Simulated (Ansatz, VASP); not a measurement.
**Two plane-wave programs on Si4O**

```
CELL_PARAMETERS angstrom
3.83334 0.00000 0.00000
0.00000 3.83334 0.00000
0.00000 0.00000 21.10348
ATOMIC_POSITIONS crystal
Si 0.00000 0.50000 0.18954
Si 0.00000 0.00000 0.25376
Si 0.50000 0.00000 0.32071
Si 0.50000 0.50000 0.38399
O 0.62500 0.75000 0.48824
```

Alike in both runs: task single point; functional PBE; dispersion D3(BJ); k mesh 7 × 7 × 1; occupations gaussian, width 0.05 eV; collinear spin.

```csv
,VASP,Ansatz
version,VASP 6.6.1,Ansatz 0.2.0
potentials or method,"VASP PAW PBE potentials, release 64 (Si, O), cutoff 520 eV","scalar-relativistic, plane waves, PAW"
valence electrons in the cell,22,22
```

|  | VASP | Ansatz | Ansatz less VASP |
| --- | --- | --- | --- |
| gap on the k mesh at the Fermi level (eV) | none | none | - |
| rms of the force components (eV/Å) | 1.046 | 1.053 | +0.0071 |
| net moment per atom (μB) | 0.20 | 0.20 | 0.000 |
| size of the moment on the site where the two differ most (μB) | 0.96 | 1.13 | +0.169 |

Site moments also hang on the region over which each program counts them. Atom by atom the forces differ by 0.008 eV/Å (rms over components). A gap of «none» marks a metal or a gap that the smearing closes.
